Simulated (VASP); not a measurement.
# FeO (R-3m) in VASP: further runs, part 2 of 2

VASP 6.6.1. Earlier steps stand in the parts before.

## (3) Single point, LDA+U, collinear spin, ferromagnetic start

INCAR reads:

```
PREC = Accurate ; ENCUT = 520
EDIFF = 1E-7 ; ISMEAR = 0
SIGMA = 0.05 ; LREAL = False
LASPH = True ; NELM = 150
ALGO = Normal ; ISIF = 2
LWAVE = False ; LCHARG = False
ISPIN = 2 ; MAGMOM = 3.65 -0.01
LORBIT = 11 ; NUPDOWN = 3.6
LMAXMIX = 4 ; LDAU = True
LDAUTYPE = 2 ; LDAUL = 2 -1
LDAUU = 8 0 ; LDAUJ = 0 0
LDAUPRINT = 1 ; NBANDS = 18
```

KPOINTS reads:

```
Automatic mesh
0
Gamma
  8 8 8
```

POSCAR reads:

```
FeO
1.0
    1.5176821100      0.8762341800      2.5157945800
   -1.5176821100      0.8762341800      2.5157945800
    0.0000000000     -1.7524683500      2.5157945800
Fe O
1 1
Direct
    0.0000000000      0.0000000000      0.0000000000
    0.5000000000      0.5000000000      0.5000000000
```

Potentials or basis: VASP PAW LDA potentials, release 64 (Fe, O).

On the command line:

```bash
$ cat potpaw_LDA.64/Fe/POTCAR potpaw_LDA.64/O/POTCAR > POTCAR
$ mpirun -np 1 vasp_std > vasp.out
```

OUTCAR:

```text
PREC = Accurate
   ENCUT = 520
   EDIFF = 1E-7
   ISMEAR = 0
   LREAL = False
   LASPH = True
   NELM = 150
   ISIF = 2
   ISPIN = 2
   LORBIT = 11
   NUPDOWN = 3.6

 ion  position               nearest neighbor table
   1  0.000  0.000  0.000-   2 2.16   2 2.16   2 2.16   2 2.16   2 2.16   2 2.16
   2  0.500  0.500  0.500-   1 2.16   1 2.16   1 2.16   1 2.16   1 2.16   1 2.16

  LATTYP: Found a trigonal (rhomboedric) cell.
 ALAT       =     3.0660019070
 COS(alpha) =     0.5099427872

  Lattice vectors:

 A1 = (   1.5176821100,   0.8762341800,   2.5157945800)
 A2 = (  -1.5176821100,   0.8762341800,   2.5157945800)
 A3 = (   0.0000000000,  -1.7524683500,   2.5157945800)

Analysis of symmetry for initial positions (statically):
=====================================================================
 Subroutine PRICEL returns:
 Original cell was already a primitive cell.

 Routine SETGRP: Setting up the symmetry group for a
 trigonal (rhombohedral) supercell.

 Subroutine GETGRP returns: Found 12 space group operations
 (whereof 12 operations were pure point group operations)
 out of a pool of 12 trial point group operations.

The static configuration has the point symmetry D_3d.

Analysis of symmetry for dynamics (positions and initial velocities):
=====================================================================
 Subroutine PRICEL returns:
 Original cell was already a primitive cell.

 Routine SETGRP: Setting up the symmetry group for a
 trigonal (rhombohedral) supercell.

 Subroutine GETGRP returns: Found 12 space group operations
 (whereof 12 operations were pure point group operations)
 out of a pool of 12 trial point group operations.

The dynamic configuration has the point symmetry D_3d.

Analysis of structural, dynamic, and magnetic symmetry:
=====================================================================
 Subroutine PRICEL returns:
 Original cell was already a primitive cell.

 Routine SETGRP: Setting up the symmetry group for a
 trigonal (rhombohedral) supercell.

 Subroutine GETGRP returns: Found 12 space group operations
 (whereof 12 operations were pure point group operations)
 out of a pool of 12 trial point group operations.

The overall configuration has the point symmetry D_3d.

 Subroutine INISYM returns: Found 12 space group operations
 (whereof 12 operations are pure point group operations),
 and found     1 'primitive' translations

----------------------------------------------------------------------------------------

                                     Primitive cell

  volume of cell :      20.0737

  direct lattice vectors                    reciprocal lattice vectors
     1.517682110  0.876234180  2.515794580     0.329449755  0.190207905  0.132496244
    -1.517682110  0.876234180  2.515794580    -0.329449755  0.190207905  0.132496244
     0.000000000 -1.752468350  2.515794580     0.000000000 -0.380415809  0.132496245

  length of vectors
[... 114 lines left out ...]
   IVDW    =     0    specifies the selected vdW correction
   LEPSILON=     F    determine dielectric tensor
   LRPA    =     F    only Hartree local field effects (RPA)
 spin polarized calculation
 Gauss-broadening in eV      SIGMA  =   0.05
  energy-cutoff  :      520.00
  volume of cell :       20.07
 maximum number of plane-waves:       552
   NGX = 11   NGY = 11   NGZ = 11

atom =   1  type =  1  l = 2

 onsite density matrix

spin component  1

  0.9945  0.0000 -0.0000 -0.0135  0.0000
  0.0000  1.0048  0.0000 -0.0000 -0.0135
 -0.0000  0.0000  0.9860  0.0000  0.0000
 -0.0135 -0.0000  0.0000  1.0048  0.0000
  0.0000 -0.0135  0.0000  0.0000  0.9945

spin component  2

  0.3098 -0.0000  0.0000  0.2461  0.0000
 -0.0000  0.3292  0.0000 -0.0000  0.2461
  0.0000  0.0000  0.0289 -0.0000  0.0000
  0.2461 -0.0000 -0.0000  0.3292 -0.0000
  0.0000  0.2461  0.0000 -0.0000  0.3098

 occupancies and eigenvectors

  o =  0.0289  v =  0.0000  0.0000  0.0000  0.0000  0.0000  0.0000 -0.0000 -1.0000 -0.0000  0.0000      0.0000  0.0000  0.0000  0.0000  0.0000  0.0000  0.0000  0.0000  0.0000  0.0000
  o =  0.0733  v =  0.0000  0.0000  0.0000  0.0000  0.0000 -0.7209  0.0000 -0.0000  0.6930 -0.0000      0.0000  0.0000  0.0000  0.0000  0.0000  0.0000  0.0000  0.0000  0.0000  0.0000
  o =  0.0733  v =  0.0000  0.0000  0.0000  0.0000  0.0000 -0.0000 -0.6930  0.0000  0.0000  0.7209      0.0000  0.0000  0.0000  0.0000  0.0000  0.0000  0.0000  0.0000  0.0000  0.0000
  o =  0.5658  v =  0.0000  0.0000  0.0000  0.0000  0.0000  0.0000  0.7209  0.0000  0.0000  0.6930      0.0000  0.0000  0.0000  0.0000  0.0000  0.0000  0.0000  0.0000  0.0000  0.0000
  o =  0.5658  v =  0.0000  0.0000  0.0000  0.0000  0.0000  0.6930 -0.0000 -0.0000  0.7209  0.0000      0.0000  0.0000  0.0000  0.0000  0.0000  0.0000  0.0000  0.0000  0.0000  0.0000
  o =  0.9852  v =  0.0000  0.5673 -0.0000  0.0000  0.8235  0.0000  0.0000  0.0000  0.0000  0.0000      0.0000  0.0000  0.0000  0.0000  0.0000  0.0000  0.0000  0.0000  0.0000  0.0000
  o =  0.9852  v = -0.8235  0.0000 -0.0000 -0.5673  0.0000  0.0000  0.0000  0.0000  0.0000  0.0000      0.0000  0.0000  0.0000  0.0000  0.0000  0.0000  0.0000  0.0000  0.0000  0.0000
  o =  0.9860  v =  0.0000  0.0000  1.0000 -0.0000  0.0000  0.0000  0.0000  0.0000  0.0000  0.0000      0.0000  0.0000  0.0000  0.0000  0.0000  0.0000  0.0000  0.0000  0.0000  0.0000
  o =  1.0141  v = -0.5673 -0.0000  0.0000  0.8235 -0.0000  0.0000  0.0000  0.0000  0.0000  0.0000      0.0000  0.0000  0.0000  0.0000  0.0000  0.0000  0.0000  0.0000  0.0000  0.0000
  o =  1.0141  v =  0.0000 -0.8235  0.0000 -0.0000  0.5673  0.0000  0.0000  0.0000  0.0000  0.0000      0.0000  0.0000  0.0000  0.0000  0.0000  0.0000  0.0000  0.0000  0.0000  0.0000

 number of electron      13.9999998 magnetization       3.5999993

 Free energy of the ion-electron system (eV)
  ---------------------------------------------------
  ext. energy  EPLUGINS =         0.00000000
  ---------------------------------------------------
  free energy    TOTEN  =       -12.55677121 eV

  energy without entropy =      -12.55383282  energy(sigma->0) =      -12.55530201

 E-fermi :   5.6734     XC(G=0): -12.5748

 val. band max:        5.6611338524   @ k =  -0.2500   0.2500   0.0000
 cond. band min:       3.6821323893   @ k =   0.5000   0.1250  -0.0000
 fundamental gap:     -1.9790014631
 Fermi energy:         3.6671535812

 spin component 1

 k-point     1 :       0.0000    0.0000    0.0000
  band No.  band energies     occupation
      1     -14.3705      1.00000
      2      -1.7979      1.00000
      3      -1.4887      1.00000
      4      -1.4887      1.00000
      5      -1.1307      1.00000
      6      -1.1307      1.00000
[... 1001 lines left out ...]
     17      32.7870      0.00000
     18      34.4561      0.00000

 [... further k-points ...]

------------------------ aborting loop because EDIFF is reached ----------------------------------------

  FORCE on cell =-STRESS in cart. coord.  units (eV):
  Direction    XX          YY          ZZ          XY          YZ          ZX
  --------------------------------------------------------------------------------------
  -------------------------------------------------------------------------------------
  Total       -1.8446195     -1.8446195     -2.1705286     -0.0000000     -0.0000000      0.0000000
  in kB     -147.2278429   -147.2278435   -173.2401933     -0.0000000     -0.0000002      0.0000000
  external PRESSURE =    -155.8986266 kB  Pullay stress =       0.0000000 kB

 VOLUME and BASIS-vectors are now :
 -----------------------------------------------------------------------------
  energy-cutoff  :      520.00
  volume of cell :       20.07
      direct lattice vectors                 reciprocal lattice vectors
     1.517682110  0.876234180  2.515794580     0.329449755  0.190207905  0.132496244
    -1.517682110  0.876234180  2.515794580    -0.329449755  0.190207905  0.132496244
     0.000000000 -1.752468350  2.515794580     0.000000000 -0.380415809  0.132496245

 POSITION                                       TOTAL-FORCE (eV/Angst)
 -----------------------------------------------------------------------------------
      0.00000      0.00000      0.00000        -0.000000      0.000000      0.000000
      0.00000      0.00000      3.77369         0.000000     -0.000000     -0.000000
 -----------------------------------------------------------------------------------
    total drift:                               -0.000000      0.000000     -0.000000

  FREE ENERGIE OF THE ION-ELECTRON SYSTEM (eV)
  ---------------------------------------------------
  free  energy   TOTEN  =       -12.5567712100 eV

  energy  without entropy=      -12.5538328196  energy(sigma->0) =      -12.55530201

 total charge

# of ion       s       p       d       tot
------------------------------------------
    1        0.291   0.363   6.263   6.917
    2        1.544   3.412   0.000   4.956
--------------------------------------------------
tot          1.835   3.776   6.263  11.873

 magnetization (x)

# of ion       s       p       d       tot
------------------------------------------
    1        0.024   0.021   3.666   3.711
    2        0.011  -0.036   0.000  -0.025
--------------------------------------------------
tot          0.034  -0.015   3.666   3.686
```

Wall time 85 s (1 thread of Intel Xeon 8259CL, shared host); peak memory 0.16 GiB.

What came out:

| Quantity | Value |
| --- | --- |
| Free energy | -12.5568 eV |
| Pressure | -15.6 GPa |
| Net moment | 3.60 μB per cell |
| Site moments | Fe +3.71; O -0.03 μB |
| Valence electrons inside the program's atomic spheres | Fe 6.92; O 4.96 |

Stress tensor (GPa, compression positive):
```
-14.72   0.00   0.00
  0.00 -14.72   0.00
  0.00   0.00 -17.32
```

Eigenvalues of the final occupation matrices:
```tsv
site	spin	trace	eigenvalues
site 1 d	1	4.98	0.99 0.99 0.99 1.01 1.01
site 1 d	2	1.31	0.03 0.07 0.07 0.57 0.57
```

Caveat: the cell stands under tension; the total moment is fixed, so each spin has its own Fermi level; a cell with one magnetic atom can't hold antiferromagnetic order, which such compounds often take. The state reached can hang on the start; a lower one may exist.

## (4) Single point, LDA+U, collinear spin, ferromagnetic start

INCAR reads:

```
PREC = Accurate
ENCUT = 520
EDIFF = 1E-6
ISMEAR = 0
SIGMA = 0.05
LREAL = F
LASPH = T
NELM = 150
ALGO = Normal
ISIF = 2
LWAVE = F
LCHARG = T
ISPIN = 2
MAGMOM = 3.21 -0.21
LORBIT = 11
NUPDOWN = 3.0
LMAXMIX = 4
LDAU = T
LDAUTYPE = 2
LDAUL = 2 -1
LDAUU = 8 0
LDAUJ = 0 0
LDAUPRINT = 1
GGA = CA
LELF = T
LVHAR = T
NBANDS = 18
```

KPOINTS is that of step 3.

POSCAR is that of step 3.

On the command line:

```bash
$ cat potpaw_LDA.64/Fe/POTCAR potpaw_LDA.64/O/POTCAR > POTCAR
$ mpirun -np 1 vasp_std > vasp.out
```

It took 78 s on 1 thread of Intel Xeon 8259CL, shared host; peak memory 0.16 GiB.

It converged, with:

| Quantity | Value |
| --- | --- |
| Free energy | -12.0525 eV |
| Pressure | -17.4 GPa |
| Net moment | 3.00 μB per cell |
| Site moments | Fe +3.25; O -0.17 μB |
| Valence electrons inside the program's atomic spheres | Fe 7.01; O 4.92 |

Stress tensor (GPa, compression positive):
```
-16.53   0.00   0.00
  0.00 -16.53   0.00
  0.00   0.00 -19.09
```

Eigenvalues of the final occupation matrices:
```tsv
site	spin	trace	eigenvalues
site 1 d	1	4.82	0.93 0.93 0.98 0.98 0.98
site 1 d	2	1.60	0.02 0.06 0.06 0.72 0.72
```

Caveat: the cell stands under tension; the total moment is fixed, so each spin has its own Fermi level; a cell with one magnetic atom can't hold antiferromagnetic order, which such compounds often take.

## (5) Summary

```csv
fixed moment (μB),pressure (GPa),moment (μB)
-,-16.2,4.00
3.6,-15.6,3.60
3.0,-17.4,3.00
```

Alike in all rows: task single point; level LDA+U; potentials or basis VASP PAW LDA potentials, release 64 (Fe, O); spin collinear, ferromagnetic start; Fe d U = 8.0 eV; cell as given; k mesh 8 × 8 × 8; cutoff (eV) 520; smearing gaussian 0.05 eV.

Caveats: the cell stands under tension; a cell with one magnetic atom can't hold antiferromagnetic order, which such compounds often take; the total moment is fixed, so each spin has its own Fermi level (at least some runs).

Total energies depend on the potentials used, so only differences within one code and one set of settings carry meaning.
